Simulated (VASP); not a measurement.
# Ti in VASP: single point with r2SCAN

Aim: the single point of Ti with r2SCAN.

Everything below comes from runs of VASP 6.6.1. Logs are shortened: lines on timing, memory, paths and dates and some standing lists are left out, and cuts for length are marked.

## 1. The cell of the first run

The typed cell holds 2 atoms: a = 2.936 Å, b = 2.936 Å, c = 4.639 Å, α = 90.00°, β = 90.00°, γ = 120.01°.

## 2. Single point, r2SCAN

The input, POSCAR:

```
Ti
1.0
    2.9357179008     -0.0001953695     -0.0000773880
   -1.4680281453      2.5422233541     -0.0000067558
   -0.0001222107     -0.0000828775      4.6386565139
Ti
2
Direct
    0.3333801543      0.6666100780      0.2499979098
    0.6666198457      0.3333899220      0.7500020902
```

The input, INCAR.step1:

```
SYSTEM = Ti
ALGO = Normal
EDIFF = 1E-4
ENCUT = 520
GGA = PE
ISMEAR = 0
LASPH = .TRUE.
LCHARG = .FALSE.
LREAL = .FALSE.
LWAVE = .TRUE.
NBANDS = 19
NELM = 60
PREC = Accurate
SIGMA = 0.15
```

The input, INCAR.step2:

```
SYSTEM = Ti
ALGO = Normal
EDIFF = 1E-6
ENCUT = 520
ISIF = 2
ISMEAR = 0
ISTART = 1
LASPH = .TRUE.
LCHARG = .FALSE.
LMIXTAU = .TRUE.
LREAL = .FALSE.
LWAVE = .FALSE.
METAGGA = R2SCAN
NBANDS = 19
NELM = 60
PREC = Accurate
SIGMA = 0.15
```

The input, KPOINTS:

```
k-points
0
G
  12 12 8
  0 0 0
```

Potentials or basis: VASP PAW PBE potentials, release 64 (Ti_sv).

Started as:

```sh
> cat potpaw_PBE.64/Ti_sv/POTCAR > POTCAR
> cp INCAR.step1 INCAR
> mpirun -np 1 vasp_std > vasp.out
> cp INCAR.step2 INCAR
> mpirun -np 1 vasp_std > vasp.out
```

OUTCAR:

```text
SYSTEM = Ti
   EDIFF = 1E-6
   ENCUT = 520
   ISIF = 2
   ISMEAR = 0
   ISTART = 1
   LASPH = .TRUE.
   LREAL = .FALSE.
   METAGGA = R2SCAN
   NELM = 60
   PREC = Accurate

 ion  position               nearest neighbor table
   1  0.333  0.667  0.250-   2 2.87   2 2.87   2 2.87   2 2.87   2 2.87   2 2.87
   2  0.667  0.333  0.750-   1 2.87   1 2.87   1 2.87   1 2.87   1 2.87   1 2.87

  LATTYP: Found a base centered monoclinic cell.
 ALAT       =    12.7907524525
 B/A-ratio  =     0.3975501308
 C/A-ratio  =     0.4291557669
 COS(beta)  =    -0.9810159509

  Lattice vectors:

 A1 = (  -4.4032854456,  -2.5417497376,  -4.6384949821)
 A2 = (   0.0004606005,  -5.0841684612,  -4.6385656143)
 A3 = (   1.4675675448,   2.5419451071,   4.6385723701)

Analysis of symmetry for initial positions (statically):
=====================================================================
 Subroutine PRICEL returns:
 Original cell was already a primitive cell.

 Routine SETGRP: Setting up the symmetry group for a
 base centered monoclinic supercell.

 Subroutine GETGRP returns: Found  2 space group operations
 (whereof  2 operations were pure point group operations)
 out of a pool of  4 trial point group operations.

The static configuration has the point symmetry S_2 .

Analysis of symmetry for dynamics (positions and initial velocities):
=====================================================================
 Subroutine PRICEL returns:
 Original cell was already a primitive cell.

 Routine SETGRP: Setting up the symmetry group for a
 base centered monoclinic supercell.

 Subroutine GETGRP returns: Found  2 space group operations
 (whereof  2 operations were pure point group operations)
 out of a pool of  4 trial point group operations.

The dynamic configuration has the point symmetry S_2 .

 Subroutine INISYM returns: Found  2 space group operations
 (whereof  2 operations are pure point group operations),
 and found     1 'primitive' translations

----------------------------------------------------------------------------------------

                                     Primitive cell

  volume of cell :      34.6181

  direct lattice vectors                    reciprocal lattice vectors
     2.935717901 -0.000195369 -0.000077388     0.340645275  0.196708464  0.000012489
    -1.468028145  2.542223354 -0.000006756     0.000026179  0.393371585  0.000007029
    -0.000122211 -0.000082877  4.638656514     0.000005683  0.000003855  0.215579661

  length of vectors
     2.935717908  2.935644089  4.638656516     0.393361695  0.393371586  0.215579662

  position of ions in fractional coordinates (direct lattice)
     0.333380154  0.666610078  0.249997910
     0.666619846  0.333389922  0.750002090

  ion indices of the primitive-cell ions
   primitive index   ion index
                 1           1
                 2           2

----------------------------------------------------------------------------------------

 KPOINTS: k-points

Automatic generation of k-mesh.
 Grid dimensions read from file:
 generate k-points for:   12   12    8

 Generating k-lattice:

  Cartesian coordinates                     Fractional coordinates (reciprocal lattice)
     0.028387106  0.016392372  0.000001041     0.083333333 -0.000000000  0.000000000
     0.000002182  0.032780965  0.000000586     0.000000000  0.083333333  0.000000000
     0.000000710  0.000000482  0.026947458     0.000000000  0.000000000  0.125000000

  Length of vectors
     0.032780141  0.032780966  0.026947458

  Shift w.r.t. Gamma in fractional coordinates (k-lattice)
     0.000000000  0.000000000  0.000000000

 -----------------------------------------------------------------------------
|                                                                             |
|           W    W    AA    RRRRR   N    N  II  N    N   GGGG   !!!           |
|           W    W   A  A   R    R  NN   N  II  NN   N  G    G  !!!           |
|           W    W  A    A  R    R  N N  N  II  N N  N  G       !!!           |
|           W WW W  AAAAAA  RRRRR   N  N N  II  N  N N  G  GGG   !            |
|           WW  WW  A    A  R   R   N   NN  II  N   NN  G    G                |
|           W    W  A    A  R    R  N    N  II  N    N   GGGG   !!!           |
|                                                                             |
|     Your reciprocal lattice and k-lattice belong to different lattice       |
|     classes:                                                                |
|                                                                             |
|        The reciprocal lattice is triclinic,                                 |
|        whereas your k-lattice is base-centered monoclinic.                  |
|                                                                             |
|     Results are often still useful ...                                      |
|                                                                             |
 -----------------------------------------------------------------------------

 Subroutine IBZKPT returns following result:
 ===========================================

 Found    580 irreducible k-points:

 Following reciprocal coordinates:
            Coordinates               Weight
  0.000000  0.000000  0.000000      1.000000
  0.083333  0.000000  0.000000      2.000000
  0.166667  0.000000  0.000000      2.000000
  0.250000  0.000000  0.000000      2.000000
  0.333333  0.000000  0.000000      2.000000
  0.416667  0.000000  0.000000      2.000000
[... 16 lines left out ...]
  0.250000  0.166667  0.000000      2.000000
  0.333333  0.166667  0.000000      2.000000
 [... further k-points ...]
   k-points           NKPTS =    580   k-points in BZ     NKDIM =    580   number of bands    NBANDS=     19
   number of dos      NEDOS =    301   number of ions     NIONS =      2
   total plane-waves  NPLWV =  20736
   dimension x,y,z NGX =    24 NGY =   24 NGZ =   36
   dimension x,y,z NGXF=    48 NGYF=   48 NGZF=   72
   ions per type =               2
   NGX,Y,Z   is equivalent  to a cutoff of  13.59, 13.59, 12.90 a.u.
   NGXF,Y,Z  is equivalent  to a cutoff of  27.18, 27.18, 25.80 a.u.
 SYSTEM =  Ti
   PREC   = accura    normal or accurate (medium, high low for compatibility)
   ISTART =      1    job   : 0-new  1-cont  2-samecut
   ICHARG =      0    charge: 1-file 2-atom 10-const
   ISPIN  =      1    spin polarized calculation?
   LNONCOLLINEAR =      F non collinear calculations
   LSORBIT =      F    spin-orbit coupling
   LASPH  =      T    aspherical Exc in radial PAW
   ENCUT  =  520.0 eV  38.22 Ry    6.18 a.u.   5.46  5.46  8.62*2*pi/ulx,y,z
   NELM   =     60;   NELMIN=  2; NELMDL=  0     # of ELM steps
   EDIFF  = 0.1E-05   stopping-criterion for ELM
   LREAL  =      F    real-space projection
   EDIFFG = 0.1E-04   stopping-criterion for IOM
   NSW    =      0    number of steps for IOM
   IBRION =     -1    ionic relax: 0-MD 1-quasi-New 2-CG
   NFREE  =      0    steps in history (QN), initial steepest desc. (CG)
   ISIF   =      2    stress and relaxation
   ISYM   =      2    0-nonsym 1-usesym 2-fastsym
   POTIM  = 0.5000    time-step for ionic-motion
   TEBEG  =    0.0;   TEEND  =   0.0 temperature during run
   PSTRESS=    0.0 pullay stress
   NELECT =      24.0000    total number of electrons
   NUPDOWN=      -1.0000    fix difference up-down
   EMIN   =  10.00;   EMAX   =-10.00  energy-range for DOS
   EFERMI =   0.00;   METHOD = LEGACY
   ISMEAR =     0;   SIGMA  =   0.15  broadening in eV -4-tet -1-fermi 0-gaus
   EFERMI_NEDOS =   21; number of points for ismear=-14 and -15
   IALGO  =     38    algorithm
   IMIX   =      4    mixing-type and parameters
     AMIX     =   0.40;   BMIX     =  1.00
     AMIX_MAG =   1.60;   BMIX_MAG =  1.00
  volume/ion in A,a.u.               =      17.31       116.81
  Fermi-wavevector in a.u.,A,eV,Ry     =   1.448919  2.738060 28.563606  2.099366
  Thomas-Fermi vector in A             =   2.566705
   LORBIT       =      0    0 simple, 1 ext, 2 COOP (PROOUT), +10 PAW based schemes
   METAGGA = R2SCAN    functional components
   LHFCALC =     F    Hartree Fock is set to
   AEXX    =    0.0000 exact exchange contribution
   IVDW    =     0    specifies the selected vdW correction
   LEPSILON=     F    determine dielectric tensor
   LRPA    =     F    only Hartree local field effects (RPA)
 non-spin polarized calculation
 Gauss-broadening in eV      SIGMA  =   0.15
  energy-cutoff  :      520.00
  volume of cell :       34.62
 maximum number of plane-waves:       965
 NGX is ok and might be reduce to    24
   NGX = 11   NGY = 11   NGZ = 17

 number of electron      24.0000002 magnetization

 Free energy of the ion-electron system (eV)
  ---------------------------------------------------
  ext. energy  EPLUGINS =         0.00000000
  ---------------------------------------------------
  free energy    TOTEN  =       -25.91057135 eV

  energy without entropy =      -25.89050598  energy(sigma->0) =      -25.90053866

 E-fermi :   8.4438     XC(G=0): -12.4137

 val. band max:        8.3951615151   @ k =  -0.2500  -0.4167   0.3750
 cond. band min:       8.4502158748   @ k =  -0.1667   0.1667  -0.0000
 fundamental gap:      0.0550543597
 Fermi energy:         8.4438396148

 k-point     1 :       0.0000    0.0000    0.0000
  band No.  band energies     occupation
      1     -50.7968      2.00000
      2     -50.6500      2.00000
      3     -26.3634      2.00000
      4     -25.6890      2.00000
      5     -25.6887      2.00000
      6     -25.6151      2.00000
[... 11 lines left out ...]
     18      10.2582      0.00000
     19      11.8313      0.00000

 k-point     2 :       0.0833    0.0000    0.0000
  band No.  band energies     occupation
      1     -50.7895      2.00000
      2     -50.6472      2.00000
      3     -26.3473      2.00000
      4     -25.7214      2.00000
      5     -25.6998      2.00000
      6     -25.6219      2.00000
[... 11 lines left out ...]
     18      10.1418      0.00000
     19      11.8933      0.00000

 k-point     3 :       0.1667    0.0000    0.0000
  band No.  band energies     occupation
      1     -50.7693      2.00000
      2     -50.6399      2.00000
      3     -26.3011      2.00000
      4     -25.8113      2.00000
      5     -25.7287      2.00000
      6     -25.7087      2.00000
[... 11 lines left out ...]
     18      10.3243      0.00000
     19      12.0210      0.00000

 k-point     4 :       0.2500    0.0000    0.0000
  band No.  band energies     occupation
      1     -50.7404      2.00000
      2     -50.6312      2.00000
      3     -26.2318      2.00000
      4     -25.9356      2.00000
      5     -25.8282      2.00000
      6     -25.7665      2.00000
[... 11 lines left out ...]
     18      10.8553      0.00000
     19      12.1398      0.00000

 k-point     5 :       0.3333    0.0000    0.0000
  band No.  band energies     occupation
      1     -50.7090      2.00000
      2     -50.6247      2.00000
      3     -26.1503      2.00000
      4     -26.0610      2.00000
      5     -25.9432      2.00000
      6     -25.8028      2.00000
[... 11 lines left out ...]
     18      11.4522      0.00000
     19      12.2211      0.00000
[... 334 lines left out ...]
      2     -50.6341      2.00000
      3     -26.2583      2.00000
      4     -25.8745      2.00000
      5     -25.8146      2.00000
      6     -25.7280      2.00000
[... 11 lines left out ...]
     18      10.7489      0.00000
     19      12.0672      0.00000

 k-point    22 :       0.1667    0.1667    0.0000
  band No.  band energies     occupation
      1     -50.7252      2.00000
      2     -50.6275      2.00000
      3     -26.1934      2.00000
      4     -25.9409      2.00000
      5     -25.9305      2.00000
      6     -25.7637      2.00000
[... 11 lines left out ...]
     18      11.3943      0.00000
     19      12.0896      0.00000

 k-point    23 :       0.2500    0.1667    0.0000
  band No.  band energies     occupation
      1     -50.6966      2.00000
      2     -50.6232      2.00000
      3     -26.1161      2.00000
      4     -26.0434      2.00000
      5     -25.9879      2.00000
      6     -25.8221      2.00000
[... 11 lines left out ...]
     18      12.1046      0.00000
     19      12.1307      0.00000

 k-point    24 :       0.3333    0.1667    0.0000
  band No.  band energies     occupation
      1     -50.6721      2.00000
      2     -50.6237      2.00000
      3     -26.1208      2.00000
      4     -26.0412      2.00000
      5     -26.0144      2.00000
      6     -25.8791      2.00000
[... 11 lines left out ...]
     18      12.1118      0.00000
     19      12.8849      0.00000

 [... further k-points ...]

------------------------ aborting loop because EDIFF is reached ----------------------------------------

  FORCE on cell =-STRESS in cart. coord.  units (eV):
  Direction    XX          YY          ZZ          XY          YZ          ZX
  --------------------------------------------------------------------------------------
  -------------------------------------------------------------------------------------
  Total        0.0763449      0.0779837      0.0727792      0.0006947      0.0003792      0.0005510
  in kB        3.5333515      3.6091999      3.3683263      0.0321519      0.0175478      0.0255030
  external PRESSURE =       3.5036259 kB  Pullay stress =       0.0000000 kB

 VOLUME and BASIS-vectors are now :
 -----------------------------------------------------------------------------
  energy-cutoff  :      520.00
  volume of cell :       34.62
      direct lattice vectors                 reciprocal lattice vectors
     2.935717901 -0.000195369 -0.000077388     0.340645275  0.196708464  0.000012489
    -1.468028145  2.542223354 -0.000006756     0.000026179  0.393371585  0.000007029
    -0.000122211 -0.000082877  4.638656514     0.000005683  0.000003855  0.215579661

 POSITION                                       TOTAL-FORCE (eV/Angst)
 -----------------------------------------------------------------------------------
      0.00008      1.69459      1.15962        -0.000384      0.000168      0.000054
      1.46749      0.84736      3.47895         0.000384     -0.000168     -0.000054
 -----------------------------------------------------------------------------------
    total drift:                               -0.000000     -0.000000     -0.000000

  FREE ENERGIE OF THE ION-ELECTRON SYSTEM (eV)
  ---------------------------------------------------
  free  energy   TOTEN  =       -25.9105713477 eV

  energy  without entropy=      -25.8905059823  energy(sigma->0) =      -25.90053866
```

Wall time 46 min (1 thread of Oxide Virtual Turin-like, shared host); peak memory 0.38 GiB.

What came out:

```yaml
Free_energy: -25.9106 eV
Pressure: 0.4 GPa
Band_gap_on_the_k_mesh: zero (bands 12 and 13 overlap by 1.21 eV)
```

Caveat: the PAW data sets were made with another functional, which shifts forces and pressure a little.

The gap in the log of VASP goes by the Fermi energy; the results here count the filled bands.